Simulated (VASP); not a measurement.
Write the native input for VASP 6.6.1 that does the following.

```
Task                   : single point
Functional             : LDA
Potentials or basis    : VASP PAW LDA potentials, release 64 (Co)
Cutoff                 : 520 eV
k mesh                 : 24 × 24 × 12
Occupations            : gaussian, width 0.15 eV
Spin                   : collinear spin, ferromagnetic start
Starting moments       : [1.925, 1.925] μB
Fixed moment           : 3.85 μB
Dipole correction      : no
Further INCAR settings : ALGO = Fast; EDIFF = 1e-06; NBANDS = 20
```

The structure of Co lies in POSCAR:

```
Co
1.0
    2.3593161362      0.0000000000      0.0000000000
   -1.1796580681      2.0432277095      0.0000000000
    0.0000000000      0.0000000000      3.8057344492
Co
2
Direct
    0.6666666667      0.3333333333      0.2500000000
    0.3333333333      0.6666666667      0.7500000000
```

One way to write it, as run:

INCAR

```
PREC = Accurate
ENCUT = 520
EDIFF = 1E-6
ISMEAR = 0
SIGMA = 0.15
LREAL = False
LASPH = True
NELM = 150
ALGO = Fast
ISIF = 2
LWAVE = False
LCHARG = False
ISPIN = 2
MAGMOM = 1.925 1.925
LORBIT = 11
NUPDOWN = 3.85
LMAXMIX = 4
NBANDS = 20
```

KPOINTS

```
Automatic mesh
0
Gamma
  24 24 12
```

Potentials or basis: VASP PAW LDA potentials, release 64 (Co).

Launch:

```bash
$ cat potpaw_LDA.64/Co/POTCAR > POTCAR
$ mpirun -np 1 vasp_std > vasp.out
```

It gave:

```json
{
 "Pressure": "41.6 GPa",
 "Net moment": "3.85 μB per cell",
 "Site moments": "Co +1.89 μB",
 "Valence electrons inside the program's atomic spheres": "Co 8.66"
}
```

Caveat: the cell stands under pressure; the total moment is fixed, so each spin has its own Fermi level.

Wall time 2.2 min on 1 thread of Intel(R) Xeon(R) 6975P-C (Granite Rapids), with other jobs on the host, peak memory 0.29 GiB.
